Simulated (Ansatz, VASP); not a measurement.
## TiAl in VASP and in Ansatz

File INCAR:

```
  ALGO = Fast
  EDIFF = 1E-7
  ENCUT = 520
  GGA = PE
  ISIF = 2
  ISMEAR = 0
  LASPH = T
  LCHARG = F
  LREAL = F
  LWAVE = F
  NBANDS = 14
  NELM = 100
  PREC = Accurate
  SIGMA = 0.1
```

The input KPOINTS:

```
k-points
0
Gamma
  14 14 14
```

The input POSCAR:

```
TiAl
1.0
    3.2015717731      0.0000000000      0.0000000000
    0.0000000000      3.2015717731      0.0000000000
    0.0000000000      0.0000000000      3.2015717731
Ti Al
1 1
Direct
    0.0000000000      0.0000000000      0.0000000000
    0.5000000000      0.5000000000      0.5000000000
```

Input for Ansatz:

```yaml
crystal:
  lattice:
    - [3.2015717731, 0.0, 0.0]
    - [0.0, 3.2015717731, 0.0]
    - [0.0, 0.0, 3.2015717731]
  atoms:
    - { symbol: Ti, position: [0.0, 0.0, 0.0] }
    - { symbol: Al, position: [0.5, 0.5, 0.5] }
basis:
  ecutwfc: 420
kpoints:
  mp_grid: { grid: [14, 14, 14] }
hamiltonian:
  xc: pbe
scf:
  occupations: { method: gaussian, width: 0.1 }
output:
  forces: true
  stress: true
  eigenvalues: true
```

Alike in both runs: task single point; functional PBE; k mesh 14 × 14 × 14; occupations gaussian, width 0.1 eV; no spin polarisation.

```csv
,VASP,Ansatz
version,VASP 6.6.1,Ansatz 0.2.0
potentials or method,"VASP PAW PBE potentials, release 64 (Ti_sv, Al), cutoff 520 eV","scalar-relativistic, plane waves, PAW"
valence electrons in the cell,15,15
```

|  | VASP | Ansatz | Ansatz less VASP |
| --- | --- | --- | --- |
| gap on the k mesh at the Fermi level (eV) | none | none | - |
| pressure (GPa) | -1.6 | -1.6 | +0.03 |

A gap of «none» marks a metal or a gap that the smearing closes. The functional is the same, so the differences come from potentials, cutoffs and numerics.
